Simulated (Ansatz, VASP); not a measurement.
## Two plane-wave programs on Al3Si2N3

The input INCAR:

```
PREC = Accurate
ENCUT = 520
EDIFF = 1E-6
ISMEAR = 0
SIGMA = 0.2
LREAL = False
LASPH = True
NELM = 80
ALGO = Normal
ISIF = 2
LWAVE = False
LCHARG = False
GGA = PE
NBANDS = 26
```

Contents of KPOINTS:

```
Automatic mesh
0
Gamma
  8 6 2
```

The input POSCAR:

```
Al3Si2N3
1.0
    3.1107169852      0.0000000000      0.0000000000
    0.0000000000      3.3684715925      0.0000000000
    0.0000000000      0.0000000000      9.6208110300
Al Si N
3 2 3
Direct
    0.5000000000      0.5000000000      0.6937503788
    0.0000000000      0.0000000000      0.4819647379
    0.5000000000      0.5000000000      0.2606371068
    0.0000000000      0.0000000000      0.0474685521
    0.0000000000      0.5000000000      0.8929725597
    0.5000000000      0.0000000000      0.5940136564
    0.0000000000      0.5000000000      0.3740717110
    0.5000000000      0.0000000000      0.1551212972
```

Input for Ansatz:

```yaml
crystal:
  lattice:
    - [3.1107169852, 0.0, 0.0]
    - [0.0, 3.3684715925, 0.0]
    - [0.0, 0.0, 9.62081103]
  atoms:
    - { symbol: Al, position: [0.5, 0.5, 0.6937503788] }
    - { symbol: Al, position: [0.0, 0.0, 0.4819647379] }
    - { symbol: Al, position: [0.5, 0.5, 0.2606371068] }
    - { symbol: Si, position: [0.0, 0.0, 0.0474685521] }
    - { symbol: Si, position: [0.0, 0.5, 0.8929725597] }
    - { symbol: "N", position: [0.5, 0.0, 0.5940136564] }
    - { symbol: "N", position: [0.0, 0.5, 0.374071711] }
    - { symbol: "N", position: [0.5, 0.0, 0.1551212972] }
basis:
  ecutwfc: 420
kpoints:
  mp_grid: { grid: [8, 6, 2] }
hamiltonian:
  xc: pbe
scf:
  occupations: { method: gaussian, width: 0.2 }
  lower_state_search: "off"
output:
  forces: true
  stress: true
  eigenvalues: true
```

Alike in both runs: task single point; functional PBE; k mesh 8 × 6 × 2; occupations gaussian, width 0.2 eV; no spin polarisation.

|  | VASP | Ansatz |
| --- | --- | --- |
| version | VASP 6.6.1 | Ansatz 0.2.0 |
| potentials or method | VASP PAW PBE potentials, release 64 (Al, Si, N), cutoff 520 eV | scalar-relativistic, plane waves, PAW |
| valence electrons in the cell | 32 | 32 |

Ansatz gave:

- gap on the k mesh at the Fermi level (eV): none
- pressure (GPa): 0.1
- rms of the force components (eV/Å): 0.021

What did VASP give for the same quantities?

gap on the k mesh at the Fermi level (eV): none; pressure (GPa): -0.1; rms of the force components (eV/Å): 0.023.

Atom by atom the forces differ by 0.003 eV/Å (rms over components). A gap of «none» marks a metal or a gap that the smearing closes.
